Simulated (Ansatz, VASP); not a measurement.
# CdH2O2: VASP beside Ansatz

```
CELL_PARAMETERS angstrom
3.51553 0.00000 0.00000
-1.75776 3.04453 0.00000
0.00000 0.00000 4.64298
ATOMIC_POSITIONS crystal
Cd 0.00000 0.00000 0.00000
H 0.66667 0.33333 0.55096
H 0.33333 0.66667 0.44904
O 0.66667 0.33333 0.75937
O 0.33333 0.66667 0.24063
```

Alike in both runs: task single point; functional PBEsol; k mesh 6 × 6 × 4; occupations gaussian, width 0.1 eV; no spin polarisation.

|  | VASP | Ansatz |
| --- | --- | --- |
| version | VASP 6.6.1 | Ansatz 0.2.0 |
| potentials or method | VASP PAW PBE potentials, release 64 (Cd, H, O), cutoff 520 eV | scalar-relativistic, plane waves, PAW |
| valence electrons in the cell | 26 | 34 |

|  | VASP | Ansatz | Ansatz less VASP |
| --- | --- | --- | --- |
| gap on the k mesh at the Fermi level (eV) | 1.60 | 1.62 | +0.013 |
| least direct gap on the mesh (eV) | 1.95 | 1.96 | +0.012 |
| pressure (GPa) | 0.3 | -0.6 | -0.82 |
| traceless stress, the component that is largest in VASP (GPa) | 2.29 | 1.87 | -0.418 |
| rms of the force components (eV/Å) | 0.345 | 0.294 | -0.0512 |

VASP's potentials were made for PBE, not for PBEsol. Atom by atom the forces differ by 0.058 eV/Å (rms over components). VASP's potentials hold 26 valence electrons a cell and Ansatz's 34, so a difference there can come from the potentials and not from the codes.
